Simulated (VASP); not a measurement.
# Re (Pm-3m) in VASP: further runs, part 2 of 2

VASP 6.6.1.

### 4 Single point, PBE

This run uses another cell than the first one, of 17.12 Å³/atom, 1.125 times its volume.

INCAR reads:

```
SYSTEM = Re
PREC = Accurate
ENCUT = 520
EDIFF = 1E-7
ISMEAR = 1
SIGMA = 0.1
LREAL = .FALSE.
LASPH = .TRUE.
NELM = 80
ALGO = Normal
ISIF = 2
LWAVE = .FALSE.
LCHARG = .FALSE.
GGA = PE
NBANDS = 10
```

KPOINTS reads:

```
Automatic mesh
0
G
  10 10 10
  0 0 0
```

POSCAR reads:

```
Re
1.0
    2.5772387930      0.0000000000      0.0000000000
    0.0000000000      2.5772387930      0.0000000000
    0.0000000000      0.0000000000      2.5772387930
Re
1
Direct
    0.0000000000      0.0000000000      0.0000000000
```

Potentials or basis: VASP PAW PBE potentials, release 64 (Re).

The run is started by

```console
$ cat potpaw_PBE.64/Re/POTCAR > POTCAR
$ mpirun -np 1 vasp_std > vasp.out
```

OUTCAR:

```text
SYSTEM = Re
   PREC = Accurate
   ENCUT = 520
   EDIFF = 1E-7
   ISMEAR = 1
   LREAL = .FALSE.
   LASPH = .TRUE.
   NELM = 80
   ISIF = 2
   GGA = PE

 ion  position               nearest neighbor table
   1  0.000  0.000  0.000-

  LATTYP: Found a simple cubic cell.
 ALAT       =     2.5772387930

  Lattice vectors:

 A1 = (   2.5772387930,   0.0000000000,   0.0000000000)
 A2 = (   0.0000000000,   2.5772387930,   0.0000000000)
 A3 = (   0.0000000000,   0.0000000000,   2.5772387930)

Analysis of symmetry for initial positions (statically):
=====================================================================
 Subroutine PRICEL returns:
 Original cell was already a primitive cell.

 Routine SETGRP: Setting up the symmetry group for a
 simple cubic supercell.

 Subroutine GETGRP returns: Found 48 space group operations
 (whereof 48 operations were pure point group operations)
 out of a pool of 48 trial point group operations.

The static configuration has the point symmetry O_h .

Analysis of symmetry for dynamics (positions and initial velocities):
=====================================================================
 Subroutine PRICEL returns:
 Original cell was already a primitive cell.

 Routine SETGRP: Setting up the symmetry group for a
 simple cubic supercell.

 Subroutine GETGRP returns: Found 48 space group operations
 (whereof 48 operations were pure point group operations)
 out of a pool of 48 trial point group operations.

The dynamic configuration has the point symmetry O_h .

 Subroutine INISYM returns: Found 48 space group operations
 (whereof 48 operations are pure point group operations),
 and found     1 'primitive' translations

----------------------------------------------------------------------------------------

                                     Primitive cell
[... 112 lines left out ...]
  Thomas-Fermi vector in A             =   2.350518
   LORBIT       =      0    0 simple, 1 ext, 2 COOP (PROOUT), +10 PAW based schemes
   GGA     = PE    functional components
   LHFCALC =     F    Hartree Fock is set to
   AEXX    =    0.0000 exact exchange contribution
   IVDW    =     0    specifies the selected vdW correction
   LEPSILON=     F    determine dielectric tensor
   LRPA    =     F    only Hartree local field effects (RPA)
 non-spin polarized calculation
 Methfessel and Paxton  Order N= 1 SIGMA  =   0.10
  energy-cutoff  :      520.00
  volume of cell :       17.12
 maximum number of plane-waves:       480
 NGX is ok and might be reduce to    20
   NGX =  9   NGY =  9   NGZ =  9

 number of electron       7.0000001 magnetization

 Free energy of the ion-electron system (eV)
  ---------------------------------------------------
  ext. energy  EPLUGINS =         0.00000000
  ---------------------------------------------------
  free energy    TOTEN  =       -11.08250869 eV

  energy without entropy =      -11.08353964  energy(sigma->0) =      -11.08285234

 E-fermi :   6.5704     XC(G=0): -12.7542

 val. band max:        6.5208631562   @ k =   0.5000   0.0000   0.0000
 cond. band min:       6.5839670867   @ k =   0.5000   0.1000   0.0000
 fundamental gap:      0.0631039306
 Fermi energy:         6.5703822967

 k-point     1 :       0.0000    0.0000    0.0000
  band No.  band energies     occupation
      1      -2.5414      2.00000
      2       1.2973      2.00000
      3       1.2973      2.00000
      4      10.1034      0.00000
      5      10.1034      0.00000
      6      10.1034      0.00000
      7      21.9684      0.00000
      8      21.9684      0.00000
      9      21.9684      0.00000
     10      27.9479      0.00000
[... 287 lines left out ...]
 k-point    24 :       0.3000    0.1000    0.1000
  band No.  band energies     occupation
      1       0.2636      2.00000
      2       2.4368      2.00000
      3       4.0935      2.00000
      4       7.0003     -0.00000
      5       7.4725     -0.00000
      6       9.4821      0.00000
      7      16.6488      0.00000
      8      23.7906      0.00000
      9      23.9559      0.00000
     10      26.8798      0.00000

 [... further k-points ...]

------------------------ aborting loop because EDIFF is reached ----------------------------------------

  FORCE on cell =-STRESS in cart. coord.  units (eV):
  Direction    XX          YY          ZZ          XY          YZ          ZX
  --------------------------------------------------------------------------------------
  -------------------------------------------------------------------------------------
  Total       -0.1228543     -0.1228543     -0.1228543      0.0000000      0.0000000      0.0000000
  in kB      -11.4983901    -11.4983901    -11.4983901      0.0000000      0.0000000      0.0000000
  external PRESSURE =     -11.4983901 kB  Pullay stress =       0.0000000 kB

 VOLUME and BASIS-vectors are now :
 -----------------------------------------------------------------------------
  energy-cutoff  :      520.00
  volume of cell :       17.12
      direct lattice vectors                 reciprocal lattice vectors
     2.577238793  0.000000000  0.000000000     0.388012164  0.000000000  0.000000000
     0.000000000  2.577238793  0.000000000     0.000000000  0.388012164  0.000000000
     0.000000000  0.000000000  2.577238793     0.000000000  0.000000000  0.388012164

 POSITION                                       TOTAL-FORCE (eV/Angst)
 -----------------------------------------------------------------------------------
      0.00000      0.00000      0.00000         0.000000      0.000000      0.000000
 -----------------------------------------------------------------------------------
    total drift:                                0.000000      0.000000      0.000000

  FREE ENERGIE OF THE ION-ELECTRON SYSTEM (eV)
  ---------------------------------------------------
  free  energy   TOTEN  =       -11.0825086872 eV

  energy  without entropy=      -11.0835396353  energy(sigma->0) =      -11.08285234
```

It took 7 s on 1 thread of Intel Xeon Platinum 8488C (Sapphire Rapids), shared host; peak memory 0.13 GiB.

Results:

* Free energy: -11.0825 eV
* Pressure: -1.1 GPa

Levels at points of the mesh, in eV from the Fermi level:
```tsv
k point	band 1	band 2	band 3	band 4	band 5	band 6	band 7	band 8
(0.00, 0.00, 0.00)	-9.11	-5.27	-5.27	3.53	3.53	3.53	15.40	15.40
(0.50, 0.00, 0.00)	-5.73	-4.36	-0.93	-0.05	-0.05	3.91	8.33	15.19
(0.50, 0.50, 0.00)	-6.24	-3.79	0.66	0.66	4.73	4.73	6.12	13.72
(0.50, 0.50, 0.50)	-4.67	-4.67	-4.67	6.39	6.39	8.05	11.58	11.58
```

Caveat: spin-orbit coupling is left out, which moves the levels of the heavy elements.

### 5 Overview

| cell | gap on the mesh (eV) | pressure (GPa) |
| --- | --- | --- |
| a = 2.478 Å, 1 atom | none | 38.8 |
| a = 2.443 Å, 1 atom | none | 58.7 |
| a = 2.577 Å, 1 atom | none | -1.1 |

Alike in all rows: task single point; level PBE; potentials or basis VASP PAW PBE potentials, release 64 (Re); no spin polarisation; k mesh 10 × 10 × 10; cutoff (eV) 520; smearing methfessel-paxton 0.1 eV.

Caveats: spin-orbit coupling is left out, which moves the levels of the heavy elements.

Absolute energies hang on the potentials; compare differences alone.
